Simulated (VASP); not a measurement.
# BiRh (P6_3/mmc) in VASP: further runs

Runs on BiRh. Level: LDA. Tasks: electric field gradients.

Everything below comes from runs of VASP 6.6.1. Logs are shortened: lines on timing, memory, paths and dates and some standing lists are left out, and cuts for length are marked.

## Step 1: The cell of the first run

It takes space group P6_3/mmc (No. 194, hexagonal). Conventional cell: a = 4.176 Å, b = 4.176 Å, c = 5.663 Å, α = 90.00°, β = 90.00°, γ = 120.00°. Bi (site symmetry -6m2) has 6 Rh at 2.80 Å and 6 Bi at 3.72 Å within 3.8 Å. Rh (site symmetry -3m) has 6 Bi at 2.80 Å and 2 Rh at 2.83 Å within 3.7 Å.

## Step 2: Electric field gradients, LDA (equal xx and yy strain of +2 %)

INCAR

```
SYSTEM = BiRh
ALGO = Normal
EDIFF = 1E-8
ENCUT = 520
ISIF = 2
ISMEAR = -1
LASPH = .True.
LCHARG = .False.
LEFG = .True.
LREAL = .False.
LWAVE = .False.
NBANDS = 38
NELM = 60
PREC = Accurate
SIGMA = 0.03
```

KPOINTS

```
k-points
0
Gamma
  12 12 7
  0 0 0
```

POSCAR

```
BiRh
1.0
    4.1758808820      0.0000000000      0.0000000000
   -2.0879404410      3.6164189269      0.0000000000
    0.0000000000      0.0000000000      5.6630000000
Bi Rh
2 2
Direct
    0.3333333333      0.6666666667      0.2500000000
    0.6666666667      0.3333333333      0.7500000000
    0.0000000000      0.0000000000      0.0000000000
    0.0000000000      0.0000000000      0.5000000000
```

Potentials or basis: VASP PAW LDA potentials, release 64 (Bi_d, Rh_pv).

Started as:

```sh
cat potpaw_LDA.64/Bi_d/POTCAR potpaw_LDA.64/Rh_pv/POTCAR > POTCAR
mpirun -np 1 vasp_std > vasp.out
```

OUTCAR:

```text
SYSTEM = BiRh
   EDIFF = 1E-8
   ENCUT = 520
   ISIF = 2
   ISMEAR = -1
   LASPH = .True.
   LREAL = .False.
   NELM = 60
   PREC = Accurate

 ion  position               nearest neighbor table
   1  0.333  0.667  0.250-   3 2.80   4 2.80   3 2.80   4 2.80   3 2.80   4 2.80   2 3.72   2 3.72
                             2 3.72   2 3.72   2 3.72   2 3.72
   2  0.667  0.333  0.750-   3 2.80   4 2.80   3 2.80   4 2.80   3 2.80   4 2.80   1 3.72   1 3.72
                             1 3.72   1 3.72   1 3.72   1 3.72
   3  0.000  0.000  0.000-   1 2.80   2 2.80   1 2.80   2 2.80   2 2.80   1 2.80   4 2.83   4 2.83

   4  0.000  0.000  0.500-   1 2.80   2 2.80   1 2.80   2 2.80   2 2.80   1 2.80   3 2.83   3 2.83

  LATTYP: Found a hexagonal cell.
 ALAT       =     4.1758808820
 C/A-ratio  =     1.3561210581

  Lattice vectors:

 A1 = (   4.1758808820,   0.0000000000,   0.0000000000)
 A2 = (  -2.0879404410,   3.6164189269,   0.0000000000)
 A3 = (   0.0000000000,   0.0000000000,   5.6630000000)

Analysis of symmetry for initial positions (statically):
=====================================================================
 Subroutine PRICEL returns:
 Original cell was already a primitive cell.

 Routine SETGRP: Setting up the symmetry group for a
 hexagonal supercell.

 Subroutine GETGRP returns: Found 24 space group operations
 (whereof 12 operations were pure point group operations)
 out of a pool of 24 trial point group operations.

The static configuration has the point symmetry D_3d.
 The point group associated with its full space group is D_6h.

Analysis of symmetry for dynamics (positions and initial velocities):
=====================================================================
 Subroutine PRICEL returns:
 Original cell was already a primitive cell.

 Routine SETGRP: Setting up the symmetry group for a
 hexagonal supercell.

 Subroutine GETGRP returns: Found 24 space group operations
 (whereof 12 operations were pure point group operations)
 out of a pool of 24 trial point group operations.

The dynamic configuration has the point symmetry D_3d.
 The point group associated with its full space group is D_6h.

 Subroutine INISYM returns: Found 24 space group operations
 (whereof 12 operations are pure point group operations),
 and found     1 'primitive' translations

----------------------------------------------------------------------------------------

                                     Primitive cell

  volume of cell :      85.5211

  direct lattice vectors                    reciprocal lattice vectors
     4.175880882  0.000000000  0.000000000     0.239470432  0.138258319  0.000000000
    -2.087940441  3.616418927  0.000000000     0.000000000  0.276516637  0.000000000
     0.000000000  0.000000000  5.663000000     0.000000000  0.000000000  0.176584849

  length of vectors
     4.175880882  4.175880882  5.663000000     0.276516637  0.276516637  0.176584849

  position of ions in fractional coordinates (direct lattice)
     0.333333333  0.666666667  0.250000000
     0.666666667  0.333333333  0.750000000
     0.000000000  0.000000000  0.000000000
     0.000000000  0.000000000  0.500000000

  ion indices of the primitive-cell ions
   primitive index   ion index
                 1           1
                 2           2
                 3           3
                 4           4

----------------------------------------------------------------------------------------

 KPOINTS: k-points

Automatic generation of k-mesh.
 Grid dimensions read from file:
 generate k-points for:   12   12    7

 Generating k-lattice:

  Cartesian coordinates                     Fractional coordinates (reciprocal lattice)
     0.019955869  0.011521527  0.000000000     0.083333333  0.000000000  0.000000000
     0.000000000  0.023043053  0.000000000     0.000000000  0.083333333  0.000000000
     0.000000000  0.000000000  0.025226407     0.000000000  0.000000000  0.142857143

  Length of vectors
     0.023043053  0.023043053  0.025226407

  Shift w.r.t. Gamma in fractional coordinates (k-lattice)
     0.000000000  0.000000000  0.000000000

 Subroutine IBZKPT returns following result:
 ===========================================

 Found     76 irreducible k-points:

 Following reciprocal coordinates:
            Coordinates               Weight
  0.000000  0.000000  0.000000      1.000000
  0.083333  0.000000  0.000000      6.000000
  0.166667  0.000000  0.000000      6.000000
  0.250000  0.000000  0.000000      6.000000
  0.333333  0.000000  0.000000      6.000000
  0.416667  0.000000  0.000000      6.000000
[... 16 lines left out ...]
  0.250000  0.000000  0.142857     12.000000
  0.333333  0.000000  0.142857     12.000000
 [... further k-points ...]
   k-points           NKPTS =     76   k-points in BZ     NKDIM =     76   number of bands    NBANDS=     38
   number of dos      NEDOS =    301   number of ions     NIONS =      4
   total plane-waves  NPLWV =  43008
   dimension x,y,z NGX =    32 NGY =   32 NGZ =   42
   dimension x,y,z NGXF=    64 NGYF=   64 NGZF=   84
   ions per type =               2   2
   NGX,Y,Z   is equivalent  to a cutoff of  12.74, 12.74, 12.33 a.u.
   NGXF,Y,Z  is equivalent  to a cutoff of  25.48, 25.48, 24.66 a.u.
 SYSTEM =  BiRh
   PREC   = accura    normal or accurate (medium, high low for compatibility)
   ISTART =      0    job   : 0-new  1-cont  2-samecut
   ICHARG =      2    charge: 1-file 2-atom 10-const
   ISPIN  =      1    spin polarized calculation?
   LNONCOLLINEAR =      F non collinear calculations
   LSORBIT =      F    spin-orbit coupling
   LASPH  =      T    aspherical Exc in radial PAW
   ENCUT  =  520.0 eV  38.22 Ry    6.18 a.u.   7.76  7.76 10.53*2*pi/ulx,y,z
   NELM   =     60;   NELMIN=  2; NELMDL= -5     # of ELM steps
   EDIFF  = 0.1E-07   stopping-criterion for ELM
   LREAL  =      F    real-space projection
   EDIFFG = 0.1E-06   stopping-criterion for IOM
   NSW    =      0    number of steps for IOM
   IBRION =     -1    ionic relax: 0-MD 1-quasi-New 2-CG
   NFREE  =      0    steps in history (QN), initial steepest desc. (CG)
   ISIF   =      2    stress and relaxation
   ISYM   =      2    0-nonsym 1-usesym 2-fastsym
   POTIM  = 0.5000    time-step for ionic-motion
   TEBEG  =    0.0;   TEEND  =   0.0 temperature during run
   PSTRESS=    0.0 pullay stress
   NELECT =      60.0000    total number of electrons
   NUPDOWN=      -1.0000    fix difference up-down
   EMIN   =  10.00;   EMAX   =-10.00  energy-range for DOS
   EFERMI =   0.00;   METHOD = LEGACY
   ISMEAR =    -1;   SIGMA  =   0.03  broadening in eV -4-tet -1-fermi 0-gaus
   EFERMI_NEDOS =   21; number of points for ismear=-14 and -15
   IALGO  =     38    algorithm
   IMIX   =      4    mixing-type and parameters
     AMIX     =   0.40;   BMIX     =  1.00
     AMIX_MAG =   1.60;   BMIX_MAG =  1.00
  volume/ion in A,a.u.               =      21.38       144.28
  Fermi-wavevector in a.u.,A,eV,Ry     =   1.454680  2.748946 28.791203  2.116094
  Thomas-Fermi vector in A             =   2.571803
   LORBIT       =      0    0 simple, 1 ext, 2 COOP (PROOUT), +10 PAW based schemes
   GGA     = CA    functional components
   LHFCALC =     F    Hartree Fock is set to
   AEXX    =    0.0000 exact exchange contribution
   IVDW    =     0    specifies the selected vdW correction
   LEPSILON=     F    determine dielectric tensor
   LRPA    =     F    only Hartree local field effects (RPA)
 non-spin polarized calculation
  energy-cutoff  :      520.00
  volume of cell :       85.52
 maximum number of plane-waves:      2327
 NGX is ok and might be reduce to    32
   NGX = 15   NGY = 15   NGZ = 21

 number of electron      59.9999996 magnetization

 Free energy of the ion-electron system (eV)
  ---------------------------------------------------
  ext. energy  EPLUGINS =         0.00000000
  ---------------------------------------------------
  free energy    TOTEN  =       -27.09822521 eV

  energy without entropy =      -27.08811572  energy(sigma->0) =      -27.09317047

 E-fermi :   9.1491     XC(G=0): -11.9205

 val. band max:        9.1284281770   @ k =   0.3333   0.0833   0.0000
 cond. band min:       9.1500051521   @ k =   0.1667   0.0000   0.4286
 fundamental gap:      0.0215769751
 Fermi energy:         9.1491445932

 k-point     1 :       0.0000    0.0000    0.0000
  band No.  band energies     occupation
      1     -36.6861      2.00000
      2     -36.4924      2.00000
      3     -36.4924      2.00000
      4     -36.4675      2.00000
      5     -36.4675      2.00000
      6     -36.4425      2.00000
[... 30 lines left out ...]
     37      15.8425      0.00000
     38      15.8425      0.00000

 k-point     2 :       0.0833    0.0000    0.0000
  band No.  band energies     occupation
      1     -36.6860      2.00000
      2     -36.4926      2.00000
      3     -36.4924      2.00000
      4     -36.4677      2.00000
      5     -36.4676      2.00000
      6     -36.4425      2.00000
[... 30 lines left out ...]
     37      15.7679      0.00000
     38      16.2093      0.00000

 k-point     3 :       0.1667    0.0000    0.0000
  band No.  band energies     occupation
      1     -36.6859      2.00000
      2     -36.4934      2.00000
      3     -36.4925      2.00000
      4     -36.4682      2.00000
      5     -36.4678      2.00000
      6     -36.4425      2.00000
[... 30 lines left out ...]
     37      16.3857      0.00000
     38      16.5770      0.00000

 k-point     4 :       0.2500    0.0000    0.0000
  band No.  band energies     occupation
      1     -36.6856      2.00000
      2     -36.4944      2.00000
      3     -36.4927      2.00000
      4     -36.4689      2.00000
      5     -36.4681      2.00000
      6     -36.4425      2.00000
[... 30 lines left out ...]
     37      16.0517      0.00000
     38      16.6863      0.00000
[... 703 lines left out ...]
      4     -36.4695      2.00000
      5     -36.4690      2.00000
      6     -36.4547      2.00000
[... 30 lines left out ...]
     37      16.0232      0.00000
     38      17.0332      0.00000

 k-point    23 :       0.2500    0.0000    0.1429
  band No.  band energies     occupation
      1     -36.6738      2.00000
      2     -36.4931      2.00000
      3     -36.4914      2.00000
      4     -36.4701      2.00000
      5     -36.4693      2.00000
      6     -36.4547      2.00000
[... 30 lines left out ...]
     37      16.7856      0.00000
     38      17.0255      0.00000

 k-point    24 :       0.3333    0.0000    0.1429
  band No.  band energies     occupation
      1     -36.6736      2.00000
      2     -36.4941      2.00000
      3     -36.4916      2.00000
      4     -36.4708      2.00000
      5     -36.4696      2.00000
      6     -36.4548      2.00000
[... 30 lines left out ...]
     37      16.8043      0.00000
     38      17.0739      0.00000

 [... further k-points ...]

------------------------ aborting loop because EDIFF is reached ----------------------------------------

  FORCE on cell =-STRESS in cart. coord.  units (eV):
  Direction    XX          YY          ZZ          XY          YZ          ZX
  --------------------------------------------------------------------------------------
  -------------------------------------------------------------------------------------
  Total       -3.7946001     -3.7946001     -3.4420567     -0.0000000      0.0000000      0.0000000
  in kB      -71.0891301    -71.0891301    -64.4844803     -0.0000000      0.0000000      0.0000000
  external PRESSURE =     -68.8875802 kB  Pullay stress =       0.0000000 kB

 VOLUME and BASIS-vectors are now :
 -----------------------------------------------------------------------------
  energy-cutoff  :      520.00
  volume of cell :       85.52
      direct lattice vectors                 reciprocal lattice vectors
     4.175880882  0.000000000  0.000000000     0.239470432  0.138258319  0.000000000
    -2.087940441  3.616418927  0.000000000     0.000000000  0.276516637  0.000000000
     0.000000000  0.000000000  5.663000000     0.000000000  0.000000000  0.176584849

 POSITION                                       TOTAL-FORCE (eV/Angst)
 -----------------------------------------------------------------------------------
     -0.00000      2.41095      1.41575         0.000000     -0.000000      0.000000
      2.08794      1.20547      4.24725        -0.000000      0.000000      0.000000
      0.00000      0.00000      0.00000         0.000000      0.000000     -0.000000
      0.00000      0.00000      2.83150        -0.000000      0.000000     -0.000000
 -----------------------------------------------------------------------------------
    total drift:                               -0.000000      0.000000      0.000000

  FREE ENERGIE OF THE ION-ELECTRON SYSTEM (eV)
  ---------------------------------------------------
  free  energy   TOTEN  =       -27.0982252118 eV

  energy  without entropy=      -27.0881157235  energy(sigma->0) =      -27.09317047

 Electric field gradients (V/A^2)
---------------------------------------------------------------------
 ion       V_xx      V_yy      V_zz      V_xy      V_xz      V_yz
---------------------------------------------------------------------
   1     -88.044   -88.045   176.089    -0.000    -0.000     0.000
   2     -88.044   -88.045   176.089    -0.000     0.000    -0.000
   3      22.990    22.990   -45.980    -0.000    -0.000     0.000
   4      22.990    22.990   -45.980    -0.000     0.000    -0.000
---------------------------------------------------------------------

 Electric field gradients after diagonalization (V/A^2)
 (convention: |V_zz| > |V_xx| > |V_yy|)
----------------------------------------------------------------------
 ion       V_xx      V_yy      V_zz     asymmetry (V_yy - V_xx)/ V_zz
----------------------------------------------------------------------
   1     -88.045   -88.044   176.089       0.000
   2     -88.045   -88.044   176.089       0.000
   3      22.990    22.990   -45.980       0.000
   4      22.990    22.990   -45.980       0.000
----------------------------------------------------------------------

           NMR quadrupolar parameters

 Cq : quadrupolar parameter    Cq=e*Q*V_zz/h
 eta: asymmetry parameters     (V_yy - V_xx)/ V_zz
 Q  : nuclear electric quadrupole moment in mb (millibarn)
----------------------------------------------------------------------
 ion       Cq(MHz)       eta       Q (mb)
----------------------------------------------------------------------
   1       0.426       0.000       1.000
   2       0.426       0.000       1.000
   3      -0.111       0.000       1.000
   4      -0.111       0.000       1.000
----------------------------------------------------------------------
```

It took 3.1 min on 1 thread of Intel Xeon Platinum 8259CL at 2.50GHz (Skylake/Cascade Lake), shared host; peak memory 0.31 GiB.

What came out:

- Free energy: -27.0982 eV
- Pressure: -6.9 GPa
- Band gap on the k mesh: zero (bands 30 and 31 overlap by 2.29 eV)
- Largest electric field gradient by atom: Bi +176.1; Rh -46.0 V/Å²

Stress tensor (GPa, compression positive):
```
-7.11  0.00  0.00
 0.00 -7.11  0.00
 0.00  0.00 -6.45
```

Electric field gradients, principal values (V/Å²):
```tsv
atom	least	middle	greatest (by size)
1 Bi	-88.044	-88.045	176.089
2 Bi	-88.044	-88.045	176.089
3 Rh	22.990	22.990	-45.980
4 Rh	22.990	22.990	-45.980
```

Caveat: the cell differs from its parent crystal (equal xx and yy strain of +2 %); the cell stands under tension; without QUAD_EFG the Cq values of the log hold for a quadrupole moment of 1 mb, not for the nuclei; spin-orbit coupling is left out, which moves the levels of the heavy elements.

(Part 1 of 2 ends here.)
